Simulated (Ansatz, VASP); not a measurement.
## TiO2: VASP beside Ansatz

INCAR

```
SYSTEM = TiO2
  PREC = Accurate
  ENCUT = 520
  EDIFF = 1E-7
  ISMEAR = 0
  SIGMA = 0.05
  LREAL = .FALSE.
  LASPH = .TRUE.
  NELM = 80
  ALGO = Normal
  ISIF = 2
  LWAVE = .FALSE.
  LCHARG = .TRUE.
  GGA = PS
  LELF = .TRUE.
  LVHAR = .TRUE.
  NBANDS = 33
```

The input KPOINTS:

```
Automatic mesh
0
G
  8 8 10
  0 0 0
```

The input POSCAR:

```
TiO2
1.0
    4.4476761216      0.0000000000      0.0000000000
    0.0000000000      4.4476761216      0.0000000000
    0.0000000000      0.0000000000      3.1317986010
Ti O
2 4
Direct
    0.0000000000      0.0000000000      0.0000000000
    0.5000000000      0.5000000000      0.5000000000
    0.3044387440      0.3044387440      0.0000000000
    0.1955612560      0.8044387440      0.5000000000
    0.6955612560      0.6955612560      0.0000000000
    0.8044387440      0.1955612560      0.5000000000
```

Input for Ansatz:

```yaml
crystal:
  lattice:
    - [4.4476761216, 0.0, 0.0]
    - [0.0, 4.4476761216, 0.0]
    - [0.0, 0.0, 3.131798601]
  atoms:
    - { symbol: Ti, position: [0.0, 0.0, 0.0] }
    - { symbol: Ti, position: [0.5, 0.5, 0.5] }
    - { symbol: O, position: [0.304438744, 0.304438744, 0.0] }
    - { symbol: O, position: [0.195561256, 0.804438744, 0.5] }
    - { symbol: O, position: [0.695561256, 0.695561256, 0.0] }
    - { symbol: O, position: [0.804438744, 0.195561256, 0.5] }
basis:
  ecutwfc: 420
kpoints:
  mp_grid: { grid: [8, 8, 10] }
hamiltonian:
  xc: pbesol
scf:
  occupations: { method: gaussian, width: 0.05 }
output:
  forces: true
  stress: true
  eigenvalues: true
```

Alike in both runs: task single point; functional PBEsol; k mesh 8 × 8 × 10; occupations gaussian, width 0.05 eV; no spin polarisation.

|  | VASP | Ansatz |
| --- | --- | --- |
| version | VASP 6.6.1 | Ansatz 0.2.0 |
| potentials or method | VASP PAW PBE potentials, release 64 (Ti_sv, O), cutoff 520 eV | scalar-relativistic, plane waves, PAW |
| valence electrons in the cell | 48 | 48 |

```tsv
	VASP	Ansatz	Ansatz less VASP
gap on the k mesh at the Fermi level (eV)	1.80	1.84	+0.033
least direct gap on the mesh (eV)	1.80	1.84	+0.033
pressure (GPa)	-2.1	-2.8	-0.66
traceless stress, the component that is largest in VASP (GPa)	-14.94	-15.01	-0.075
rms of the force components (eV/Å)	0.035	0.033	-0.0020
```

VASP's potentials were made for PBE, not for PBEsol. Atom by atom the forces differ by 0.002 eV/Å (rms over components). With one functional, cell and mesh, what is left measures potentials, basis and numerics.
